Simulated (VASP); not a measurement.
Here is a VASP 6.6.1 calculation.

The input INCAR:

```
PREC     = Accurate       # precision mode
ENCUT    = 520            # plane-wave cutoff, eV
EDIFF    = 1E-6           # SCF threshold, eV
ISMEAR   = -1             # smearing method
SIGMA    = 0.02           # smearing width, eV
LREAL    = False          # projectors in reciprocal space
LASPH    = True           # aspherical terms in the spheres
NELM     = 100            # most SCF steps
ALGO     = Normal         # electronic algorithm
ISIF     = 2              # what is computed and relaxed
LWAVE    = False          # write WAVECAR
LCHARG   = False          # write CHGCAR
GGA      = PE             # functional
NBANDS   = 16             # bands
```

The input KPOINTS:

```
Automatic mesh
0
Gamma
  6 6 4
```

File POSCAR:

```
AlBSb2
1.0
    3.9453142567      0.0000000000      0.0000000000
    0.0000000000      3.9453142567      0.0000000000
    0.0000000000      0.0000000000      5.7942929234
B Sb Al
1 2 1
Direct
    0.0000000000      0.0000000000      0.0000000000
    0.0000000000      0.5000000000      0.2134788472
    0.5000000000      0.0000000000      0.7865211528
    0.5000000000      0.5000000000      0.5000000000
```

Potentials or basis: VASP PAW PBE potentials, release 64 (B, Sb, Al).

The run is started by

```console
$ cat potpaw_PBE.64/B/POTCAR potpaw_PBE.64/Sb/POTCAR potpaw_PBE.64/Al/POTCAR > POTCAR
$ mpirun -np 1 vasp_std > vasp.out
```

(1) Estimate the band gap on the k mesh.

(2) Estimate the pressure.

(3) Estimate the largest force.

Results:

(1) zero (filled and empty bands touch).

(2) 5.0 GPa.

(3) 0.065 eV/Å.

Caveat: spin-orbit coupling is left out, which moves the levels of the heavy elements.
